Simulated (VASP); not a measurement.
Re, 1 atom in the cell. Symmetry: I4/mmm, No. 139, tetragonal system. Conventional cell: a = 3.159 Å, b = 3.159 Å, c = 2.959 Å, α = 90.00°, β = 90.00°, γ = 90.00°. Within 3.5 Å of Re (site symmetry 4/mmm) lie 14 Re at 2.68 to 3.16 Å. 

| Item | Value |
| --- | --- |
| Program | VASP 6.6.1 |
| Task | single point |
| Functional | PBE |
| Potentials or basis | VASP PAW PBE potentials, release 64 (Re_sv_GW) |
| Cutoff | 560 eV |
| k mesh | 10 × 10 × 10 |
| Occupations | gaussian, width 0.15 eV |
| Spin | no spin polarisation |
| Dipole correction | no |
| Further INCAR settings | ALGO = Normal; EDIFF = 1e-06; NBANDS = 14 |

Potentials or basis: VASP PAW PBE potentials, release 64 (Re_sv_GW).

Command:

```console
$ cat potpaw_PBE.64/Re_sv_GW/POTCAR > POTCAR
$ mpirun -np 1 vasp_std > vasp.out
```

Hardware: 1 thread of Intel(R) Xeon(R) Platinum 8488C (Sapphire Rapids), with other jobs on the host.

Q: How long does it take, and how much memory?

A: Run time: 13 s on 1 thread of Intel(R) Xeon(R) Platinum 8488C (Sapphire Rapids) (shared host), peak memory 0.16 GiB. Counts: scf iterations 12, k points 102.
